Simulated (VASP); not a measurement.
# MnO (R-3m) in VASP: notebook, part 2 of 2

VASP 6.6.1.

### 3 Single point, PBE+U, collinear spin, ferromagnetic start (11.69 Å³/atom)

This run uses another cell than the first one, of 11.69 Å³/atom.

Input file INCAR:

```
PREC = Accurate
ENCUT = 520
EDIFF = 1E-7
ISMEAR = 0
SIGMA = 0.05
LREAL = False
LASPH = True
NELM = 150
ALGO = Normal
ISIF = 2
LWAVE = False
LCHARG = True
ISPIN = 2
MAGMOM = 4.76 0.18
LORBIT = 11
LMAXMIX = 4
LDAU = True
LDAUTYPE = 2
LDAUL = 2 -1
LDAUU = 3.9 0
LDAUJ = 0 0
LDAUPRINT = 1
GGA = PE
LELF = True
LVHAR = True
NBANDS = 20
```

Input file KPOINTS:

```
regular mesh
0
Gamma
  12 12 12
```

Input file POSCAR:

```
MnO
1.0
    1.6038766164      0.9259985980      2.6228762981
   -1.6038766164      0.9259985980      2.6228762981
    0.0000000000     -1.8519971907      2.6228763000
Mn O
1 1
Direct
    1.0000000000      0.0000000000      0.0000000000
    0.5000000000      0.5000000000      0.5000000000
```

Potentials or basis: VASP PAW PBE potentials, release 64 (Mn_pv, O).

Command:

```bash
$ cat potpaw_PBE.64/Mn_pv/POTCAR potpaw_PBE.64/O/POTCAR > POTCAR
$ mpirun -np 1 vasp_std > vasp.out
```

OUTCAR:

```text
PREC = Accurate
   ENCUT = 520
   EDIFF = 1E-7
   ISMEAR = 0
   LREAL = False
   LASPH = True
   NELM = 150
   ISIF = 2
   ISPIN = 2
   LORBIT = 11
   GGA = PE

 ion  position               nearest neighbor table
   1  0.000  0.000  0.000-   2 2.27   2 2.27   2 2.27   2 2.27   2 2.27   2 2.27
   2  0.500  0.500  0.500-   1 2.27   1 2.27   1 2.27   1 2.27   1 2.27   1 2.27

  LATTYP: Found a trigonal (rhomboedric) cell.
 ALAT       =     3.2108213403
 COS(alpha) =     0.5009550957

  Lattice vectors:

 A1 = (   1.6038766164,   0.9259985980,   2.6228762981)
 A2 = (  -1.6038766164,   0.9259985980,   2.6228762981)
 A3 = (   0.0000000000,  -1.8519971907,   2.6228763000)

Analysis of symmetry for initial positions (statically):
=====================================================================
 Subroutine PRICEL returns:
 Original cell was already a primitive cell.

 Routine SETGRP: Setting up the symmetry group for a
 trigonal (rhombohedral) supercell.

 Subroutine GETGRP returns: Found 12 space group operations
 (whereof 12 operations were pure point group operations)
 out of a pool of 12 trial point group operations.

The static configuration has the point symmetry D_3d.

Analysis of symmetry for dynamics (positions and initial velocities):
=====================================================================
 Subroutine PRICEL returns:
 Original cell was already a primitive cell.

 Routine SETGRP: Setting up the symmetry group for a
 trigonal (rhombohedral) supercell.

 Subroutine GETGRP returns: Found 12 space group operations
 (whereof 12 operations were pure point group operations)
 out of a pool of 12 trial point group operations.

The dynamic configuration has the point symmetry D_3d.

Analysis of structural, dynamic, and magnetic symmetry:
=====================================================================
 Subroutine PRICEL returns:
[... 182 lines left out ...]
  o =  0.9725  v =  0.5764 -0.0000  0.0000 -0.8172  0.0000  0.0000  0.0000  0.0000  0.0000  0.0000      0.0000  0.0000  0.0000  0.0000  0.0000  0.0000  0.0000  0.0000  0.0000  0.0000

 number of electron      19.0000007 magnetization       5.0000017

 Free energy of the ion-electron system (eV)
  ---------------------------------------------------
  ext. energy  EPLUGINS =         0.00000000
  ---------------------------------------------------
  free energy    TOTEN  =       -15.48320987 eV

  energy without entropy =      -15.48319139  energy(sigma->0) =      -15.48320063

 E-fermi :   6.1000     XC(G=0): -11.4665

 val. band max:        6.0287799271   @ k =   0.5000   0.0000  -0.0000
 cond. band min:       6.1261095887   @ k =   0.0000   0.0000   0.0000
 fundamental gap:      0.0973296616
 Fermi energy:         6.0999677574

 spin component 1

 k-point     1 :       0.0000    0.0000    0.0000
  band No.  band energies     occupation
      1     -43.6474      1.00000
      2     -43.6474      1.00000
      3     -43.6465      1.00000
      4     -12.6904      1.00000
      5       2.0251      1.00000
      6       2.0289      1.00000
[... 1097 lines left out ...]
     19      29.0505      0.00000
     20      31.3358      0.00000

 [... further k-points ...]

------------------------ aborting loop because EDIFF is reached ----------------------------------------

  FORCE on cell =-STRESS in cart. coord.  units (eV):
  Direction    XX          YY          ZZ          XY          YZ          ZX
  --------------------------------------------------------------------------------------
  -------------------------------------------------------------------------------------
  Total       -0.2807461     -0.2807461     -0.3126578      0.0000000     -0.0000000     -0.0000000
  in kB      -19.2448224    -19.2448224    -21.4323346      0.0000000     -0.0000000     -0.0000000
  external PRESSURE =     -19.9739932 kB  Pullay stress =       0.0000000 kB

 VOLUME and BASIS-vectors are now :
 -----------------------------------------------------------------------------
  energy-cutoff  :      520.00
  volume of cell :       23.37
      direct lattice vectors                 reciprocal lattice vectors
     1.603876616  0.925998598  2.622876298     0.311744678  0.179985874  0.127086944
    -1.603876616  0.925998598  2.622876298    -0.311744678  0.179985874  0.127086944
     0.000000000 -1.851997191  2.622876300     0.000000000 -0.359971748  0.127086944

 POSITION                                       TOTAL-FORCE (eV/Angst)
 -----------------------------------------------------------------------------------
      0.00000      0.00000      0.00000         0.000000     -0.000000      0.000000
      0.00000      0.00000      3.93431        -0.000000      0.000000     -0.000000
 -----------------------------------------------------------------------------------
    total drift:                               -0.000000     -0.000000     -0.000000

  FREE ENERGIE OF THE ION-ELECTRON SYSTEM (eV)
  ---------------------------------------------------
  free  energy   TOTEN  =       -15.4832098714 eV

  energy  without entropy=      -15.4831913911  energy(sigma->0) =      -15.48320063

 total charge

# of ion       s       p       d       tot
------------------------------------------
    1        0.198   6.163   4.931  11.292
    2        1.555   3.425   0.000   4.980
--------------------------------------------------
tot          1.752   9.588   4.931  16.272

 magnetization (x)

# of ion       s       p       d       tot
------------------------------------------
    1        0.033   0.025   4.574   4.632
    2        0.022   0.118   0.000   0.140
--------------------------------------------------
tot          0.055   0.143   4.574   4.772
```

OSZICAR:

```text
N       E                     dE             d eps       ncg     rms          rms(c)
DAV:   1     0.173027536901E+03    0.17303E+03   -0.10496E+04 15236   0.110E+03
DAV:   2    -0.784682132684E+01   -0.18087E+03   -0.16778E+03 15756   0.323E+02
DAV:   3    -0.164269743322E+02   -0.85802E+01   -0.85142E+01 17020   0.767E+01
DAV:   4    -0.164924045721E+02   -0.65430E-01   -0.65418E-01 17228   0.691E+00
DAV:   5    -0.164930217886E+02   -0.61722E-03   -0.61721E-03 17064   0.667E-01    0.132E+01
DAV:   6    -0.151404997361E+02    0.13525E+01   -0.89921E+00 20720   0.317E+01    0.130E+01
DAV:   7    -0.154633059232E+02   -0.32281E+00   -0.93769E-01 16388   0.109E+01    0.761E+00
DAV:   8    -0.154644816264E+02   -0.11757E-02   -0.12783E-01 16772   0.305E+00    0.457E+00
DAV:   9    -0.154831984888E+02   -0.18717E-01   -0.19531E-02 16284   0.153E+00    0.445E-01
DAV:  10    -0.154830371194E+02    0.16137E-03   -0.29270E-03 16684   0.626E-01    0.983E-02
DAV:  11    -0.154831429329E+02   -0.10581E-03   -0.21304E-04 17232   0.133E-01    0.539E-02
DAV:  12    -0.154831997733E+02   -0.56840E-04   -0.41823E-05 16860   0.608E-02    0.218E-02
DAV:  13    -0.154832095045E+02   -0.97313E-05   -0.48464E-06 17204   0.232E-02    0.537E-03
DAV:  14    -0.154832083749E+02    0.11297E-05   -0.27470E-06 17004   0.140E-02    0.590E-03
DAV:  15    -0.154832098962E+02   -0.15214E-05   -0.29230E-07 15808   0.506E-03    0.194E-03
DAV:  16    -0.154832098714E+02    0.24859E-07   -0.49049E-08 10344   0.182E-03
   1 F= -.15483210E+02 E0= -.15483201E+02  d E =-.184803E-04  mag=     5.0000
```

stdout:

```text
POSCAR found type information on POSCAR MnO
 POSCAR found :  2 types and       2 ions
 scaLAPACK will be used
 LDA part: xc-table for (Slater+PW92), standard interpolation
 POSCAR, INCAR and KPOINTS ok, starting setup
 FFT: planning ... GRIDC
 FFT: planning ... GRID_SOFT
 FFT: planning ... GRID
 WAVECAR not read
 entering main loop
```

Run time: 3 min. Hardware: 1 thread of Intel Xeon 8259CL, shared host; peak memory 0.22 GiB.

Results:

```
Free energy                                           : -15.4832 eV
Pressure                                              : -2.0 GPa
Net moment                                            : 5.00 μB per cell
Site moments                                          : Mn +4.63; O +0.14 μB
Valence electrons inside the program's atomic spheres : Mn 11.29; O 4.98
```

Levels at points of the mesh, in eV from the Fermi level:
Spin up:
```csv
k point,band 10,band 11,band 12,band 13,band 14,band 15
"(0.00, 0.00, 0.00)",-2.48,-2.48,-2.48,0.03,14.53,15.94
"(0.50, 0.00, 0.00)",-2.55,-0.07,-0.07,4.11,8.04,12.16
"(0.50, 0.50, 0.00)",-3.15,-3.15,-3.08,5.27,8.38,10.20
"(0.50, 0.50, 0.50)",-2.55,-0.07,-0.07,4.12,8.02,12.20
```
Spin down:
| k point | band 5 | band 6 | band 7 | band 8 | band 9 | band 10 |
| --- | --- | --- | --- | --- | --- | --- |
| (0.00, 0.00, 0.00) | -2.21 | -2.20 | -2.20 | 1.37 | 3.32 | 3.33 |
| (0.50, 0.00, 0.00) | -5.94 | -3.30 | -3.29 | 4.29 | 4.59 | 4.60 |
| (0.50, 0.50, 0.00) | -5.15 | -3.15 | -3.14 | 1.57 | 4.41 | 4.47 |
| (0.50, 0.50, 0.50) | -5.94 | -3.29 | -3.29 | 4.29 | 4.59 | 4.59 |

Eigenvalues of the final occupation matrices:
```tsv
site	spin	trace	eigenvalues
site 1 d	1	4.77	0.94 0.94 0.94 0.97 0.97
site 1 d	2	0.18	0.02 0.02 0.02 0.07 0.07
```

Caveat: a cell with one magnetic atom can't hold antiferromagnetic order, which such compounds often take. The state reached can hang on the start; a lower one may exist.
